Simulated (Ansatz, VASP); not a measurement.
## One calculation of Sn3Te, two programs

Contents of INCAR:

```
SYSTEM = Sn3Te
  ALGO = Fast
  EDIFF = 1E-7
  ENCUT = 520
  GGA = PS
  GGA_COMPAT = .FALSE.
  ISIF = 2
  ISMEAR = -1
  LASPH = .TRUE.
  LCHARG = .TRUE.
  LORBIT = 11
  LORBMOM = .TRUE.
  LREAL = .FALSE.
  LSORBIT = .TRUE.
  LVHAR = .TRUE.
  LWAVE = .FALSE.
  MAGMOM = 0 0 0 0 0 0 0 0 0 0 0 0
  NBANDS = 62
  NELM = 150
  PREC = Accurate
  SIGMA = 0.05
```

KPOINTS

```
k-points
0
G
  6 6 6
  0 0 0
```

The input POSCAR:

```
Sn3Te
1.0
    4.8656220000      0.0000000000      0.0000000000
    0.0000000000      4.8656220000      0.0000000000
    0.0000000000      0.0000000000      4.8656220000
Te Sn
1 3
Direct
    0.0000000000      0.0000000000      0.0000000000
    0.0000000000      0.5000000000      0.5000000000
    0.5000000000      0.0000000000      0.5000000000
    0.5000000000      0.5000000000      0.0000000000
```

File input.yaml:

```yaml
crystal:
  lattice:
    - [4.865622, 0.0, 0.0]
    - [0.0, 4.865622, 0.0]
    - [0.0, 0.0, 4.865622]
  atoms:
    - { symbol: Te, position: [0.0, 0.0, 0.0] }
    - { symbol: Sn, position: [0.0, 0.5, 0.5] }
    - { symbol: Sn, position: [0.5, 0.0, 0.5] }
    - { symbol: Sn, position: [0.5, 0.5, 0.0] }
hamiltonian:
  xc: pbesol
  pseudopotentials: { kind: paw_fr }
magnetization:
  noncollinear: true
  spin_orbit: true
kpoints:
  mp_grid: { grid: [6, 6, 6] }
  band_path:
    path:
      - [[0.0, 0.0, 0.0], [0.0, 0.5, 0.0], [0.5, 0.5, 0.0], [0.0, 0.0, 0.0], [0.5, 0.5, 0.5], [0.0, 0.5, 0.0]]
      - [[0.5, 0.5, 0.0], [0.5, 0.5, 0.5]]
    npoints: 14
scf:
  occupations: { method: fermi_dirac, width: 0.05 }
  n_extra_bands: 10
output:
  forces: true
  stress: true
  eigenvalues: true
  fatbands: true
```

Alike in both runs: functional PBEsol; k mesh 6 × 6 × 6; occupations fermi-dirac, width 0.05 eV; non-collinear spin, spin-orbit coupling.

|  | VASP | Ansatz |
| --- | --- | --- |
| version | VASP 6.6.1 | Ansatz 0.2.0 |
| potentials or method | VASP PAW PBE potentials, release 64 (Te, Sn_d) | Ansatz PAW |
| plane-wave cutoff (eV) | 520 | 420 |
| valence electrons in the cell | 48 | 58 |
| task | single point | band structure |

|  | VASP | Ansatz | Ansatz less VASP |
| --- | --- | --- | --- |
| pressure (GPa) | -2.3 | -2.3 | +0.03 |
| net moment per atom (μB) | 0.00 | 0.00 | 0.000 |

VASP's potentials were made for PBE, not for PBEsol. VASP's potentials hold 48 valence electrons a cell and Ansatz's 58, so a difference there can come from the potentials and not from the codes.
